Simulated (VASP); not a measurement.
## Pd: single point with PBE

Pd:

```
Pd
1.0
     0.00000    1.94490    1.98380
     1.94490    0.00000    1.98380
     1.94490    1.94490    0.00000
Pd
1
Cartesian
  0.0000 0.0000 0.0000
```

This cell differs from its parent crystal: zz strain of +2 %.

```json
{
  "Program": "VASP 6.6.1",
  "Task": "single point",
  "Functional": "PBE",
  "Potentials or basis": "VASP PAW PBE potentials, release 64 (Pd)",
  "Cutoff": "520 eV",
  "k mesh": "18 × 18 × 18",
  "Occupations": "fermi-dirac, width 0.05 eV",
  "Spin": "no spin polarisation"
}
```

The pressure is 3.4 GPa and the band gap on the k mesh is zero (band 5 reaches 9.84 eV, above the bottom of band 6 at 8.28 eV).

Stress tensor (GPa, compression positive):
```
3.78 0.00 0.00
0.00 3.78 0.00
0.00 0.00 2.58
```

Levels at points of the mesh, in eV from the Fermi level:
```csv
k point,band 2,band 3,band 4,band 5,band 6,band 7,band 8,band 9
"(0.00, 0.00, 0.00)",-2.88,-2.70,-2.70,-1.29,-1.10,17.19,21.56,22.02
"(0.50, 0.00, 0.00)",-2.89,-2.72,-0.07,0.01,1.06,7.19,16.52,20.75
"(0.50, 0.50, 0.00)",-4.97,-0.05,0.27,0.27,3.10,10.25,13.36,13.36
"(0.50, 0.00, 0.50)",-4.96,-0.06,0.22,0.35,3.48,10.77,12.94,13.05
```

Wall time 90 s on 1 thread of AMD EPYC 7R43 64-Core Processor (Zen 3) (shared host), peak memory 0.16 GiB.

Caveat: the cell differs from its parent crystal (zz strain of +2 %).
